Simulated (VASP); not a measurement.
# Ta5NbIn2IrAu7 (P1) in VASP: further runs, part 2 of 2

VASP 6.6.1.

### Step 4. Single point, PBE

This run uses another cell than the first one, of 18.24 Å³/atom.

File INCAR:

```
PREC     = Accurate       # precision mode
ENCUT    = 520            # plane-wave cutoff, eV
EDIFF    = 1E-7           # SCF threshold, eV
ISMEAR   = 0              # smearing method
SIGMA    = 0.1            # smearing width, eV
LREAL    = Auto         
LASPH    = T              # aspherical terms in the spheres
NELM     = 100            # most SCF steps
ALGO     = Normal         # electronic algorithm
ISIF     = 2              # what is computed and relaxed
LWAVE    = F              # write WAVECAR
LCHARG   = F              # write CHGCAR
GGA      = PE             # functional
NBANDS   = 104            # bands
ISYM     = 0
```

File KPOINTS:

```
Automatic mesh
0
Gamma
  3 3 2
  0 0 0.5
```

File POSCAR:

```
Ta5NbIn2IrAu7
1.0
    3.0176765058     -5.2187688063     -0.0002311147
    2.8721551781      5.1347520284      0.1928819490
    0.3082413345      0.1783902073      9.5855848287
Nb In Ta Ir Au
1 2 5 1 7
Direct
    0.3426066566      0.6657186957      0.1203737400
    0.1637761190      0.3152427390      0.8762652961
    0.6877538886      0.8433529263      0.3755254582
    0.3270888882      0.1278207661      0.1347373634
    0.8242513320      0.1951106133      0.6257442814
    0.6531873407      0.2960380908      0.8776619892
    0.1491608007      0.3828671653      0.3792219494
    0.1761538175      0.8194671024      0.8749219478
    0.1543779827      0.8239189576      0.3664314321
    0.3336529484      0.1828142922      0.6262130683
    0.8414062022      0.1617399049      0.1282471696
    0.3496620678      0.6857784371      0.6185512810
    0.8291850758      0.6473840008      0.1147408676
    0.8566035538      0.6915155023      0.6338918461
    0.6318034613      0.3304388479      0.3773563710
    0.6711358760      0.8131380088      0.8685998442
```

Potentials or basis: VASP PAW PBE potentials, release 64 (Nb_sv, In_d, Ta_pv, Ir, Au).

Started as:

```bash
$ cat potpaw_PBE.64/Nb_sv/POTCAR potpaw_PBE.64/In_d/POTCAR potpaw_PBE.64/Ta_pv/POTCAR potpaw_PBE.64/Ir/POTCAR potpaw_PBE.64/Au/POTCAR > POTCAR
$ mpirun -np 1 vasp_std > vasp.out
```

OUTCAR:

```text
PREC = Accurate
   ENCUT = 520
   EDIFF = 1E-7
   ISMEAR = 0
   LREAL = Auto
   LASPH = T
   NELM = 100
   ISIF = 2
   GGA = PE
   ISYM = 0

 ion  position               nearest neighbor table
   1  0.343  0.666  0.120-   4 2.78   7 2.79   8 2.83  16 2.91  11 2.94  11 2.96  13 2.99   9 3.01
                             2 3.04  13 3.04   3 3.09   4 3.11
   2  0.164  0.315  0.876-  11 2.89  10 2.91   8 2.93  16 2.94   8 2.96  16 2.96  12 2.99   6 3.01
                             4 3.01   6 3.02   5 3.03   1 3.04
[... 1146 lines left out ...]
  Total       -0.2609546     -0.1766432     -0.1899659      0.0212849     -0.0611501      0.0235906
  in kB       -1.4328429     -0.9699078     -1.0430598      0.1168707     -0.3357614      0.1295308
  external PRESSURE =      -1.1486035 kB  Pullay stress =       0.0000000 kB

 VOLUME and BASIS-vectors are now :
 -----------------------------------------------------------------------------
  energy-cutoff  :      520.00
  volume of cell :      291.79
      direct lattice vectors                 reciprocal lattice vectors
     3.017676506 -5.218768806 -0.000231115     0.168561131 -0.094147912 -0.003668263
     2.872155178  5.134752028  0.192881949     0.171438900  0.099132355 -0.007357798
     0.308241335  0.178390207  9.585584829    -0.003445644 -0.001997020  0.104471282

 POSITION                                       TOTAL-FORCE (eV/Angst)
 -----------------------------------------------------------------------------------
      2.98303      1.65179      1.28218         0.011205      0.003416      0.002567
      1.66975      0.92030      8.46028        -0.012391     -0.008412      0.003474
      4.61341      0.80817      3.76214        -0.016261     -0.002615     -0.015993
      1.39570     -1.02664      1.31612        -0.001238     -0.006998      0.007729
      3.24059     -3.18811      6.03557         0.001617      0.012158      0.004343
      3.09191     -1.73219      8.46985        -0.002924     -0.001461      0.003396
[... 8 lines left out ...]
      2.97197     -1.53320      3.68077        -0.005452      0.001829     -0.002896
      4.62847      0.82771      8.48272        -0.002900     -0.004540      0.003051
 -----------------------------------------------------------------------------------
    total drift:                               -0.016041     -0.008754     -0.003218

  FREE ENERGIE OF THE ION-ELECTRON SYSTEM (eV)
  ---------------------------------------------------
  free  energy   TOTEN  =      -105.0476913344 eV

  energy  without entropy=     -105.0068537009  energy(sigma->0) =     -105.02727252
```

OSZICAR:

```text
N       E                     dE             d eps       ncg     rms          rms(c)
[... 13 lines left out ...]
DAV:  14    -0.105047764870E+03    0.76691E-03   -0.50408E-03  2736   0.360E-01    0.116E-01
DAV:  15    -0.105047733922E+03    0.30948E-04   -0.13136E-03  2560   0.149E-01    0.684E-02
DAV:  16    -0.105047695869E+03    0.38053E-04   -0.29806E-04  2424   0.685E-02    0.233E-02
DAV:  17    -0.105047694894E+03    0.97491E-06   -0.50295E-05  2920   0.268E-02    0.171E-02
DAV:  18    -0.105047692422E+03    0.24721E-05   -0.10681E-05  2528   0.133E-02    0.920E-03
DAV:  19    -0.105047691422E+03    0.99918E-06   -0.22877E-06  2608   0.724E-03    0.424E-03
DAV:  20    -0.105047691324E+03    0.98960E-07   -0.15058E-06  2176   0.485E-03    0.220E-03
DAV:  21    -0.105047691334E+03   -0.10939E-07   -0.22062E-07  1352   0.222E-03
   1 F= -.10504769E+03 E0= -.10502727E+03  d E =-.408376E-01
```

stdout:

```text
POSCAR found type information on POSCAR NbInTaIrAu
 POSCAR found :  5 types and      16 ions
 scaLAPACK will be used
 LDA part: xc-table for (Slater+PW92), standard interpolation
 POSCAR, INCAR and KPOINTS ok, starting setup
 FFT: planning ... GRIDC
 FFT: planning ... GRID_SOFT
 FFT: planning ... GRID
 WAVECAR not read
 entering main loop
```

Run time: 9.4 min. Hardware: 1 thread of AMD EPYC 9R45 (Zen 5), shared host; peak memory 0.5 GiB.

What came out:

* Free energy: -105.0477 eV
* Pressure: -0.1 GPa
* Largest force: 0.029 eV/Å

Forces in eV/Å, atoms in the order of the input:
```
Nb   0.011  0.003  0.003
In  -0.012 -0.008  0.003
In  -0.016 -0.003 -0.016
Ta  -0.001 -0.007  0.008
Ta   0.002  0.012  0.004
Ta  -0.003 -0.001  0.003
Ta  -0.003 -0.015 -0.004
Ta   0.006 -0.002  0.003
Ir   0.015  0.015 -0.020
Au  -0.003 -0.002 -0.001
Au   0.002  0.004 -0.001
Au   0.007  0.004  0.001
Au   0.000  0.003  0.005
Au   0.005 -0.002  0.012
Au  -0.005  0.002 -0.003
Au  -0.003 -0.005  0.003
```

Caveat: the k points lie up to 0.40 Å⁻¹ apart; spin-orbit coupling is left out, which moves the levels of the heavy elements.

### Step 5. The runs side by side

```csv
cell,gap on the mesh (eV),pressure (GPa),largest force (eV/Å)
"a = 5.998, b = 5.900, c = 9.431 Å, angles 90.1, 90.4, 119.5°, 16 atoms, atomic positions A",none,-0.2,0.03
"a = 5.860, b = 6.092, c = 9.461 Å, angles 90.6, 88.9, 120.5°, 16 atoms, atomic positions B",none,-0.2,0.03
"a = 6.028, b = 5.887, c = 9.592 Å, angles 86.3, 90.0, 120.7°, 16 atoms, atomic positions C",-,-0.1,0.03
```

Alike in all rows: task single point; level PBE; potentials or basis VASP PAW PBE potentials, release 64 (Nb_sv, In_d, Ta_pv, Ir, Au); no spin polarisation; k mesh 3 × 3 × 2, shifted; cutoff (eV) 520; smearing gaussian 0.1 eV.

Caveats: all runs use coarse meshes; spin-orbit coupling is left out, which moves the levels of the heavy elements.

Absolute energies hang on the potentials; compare differences alone.
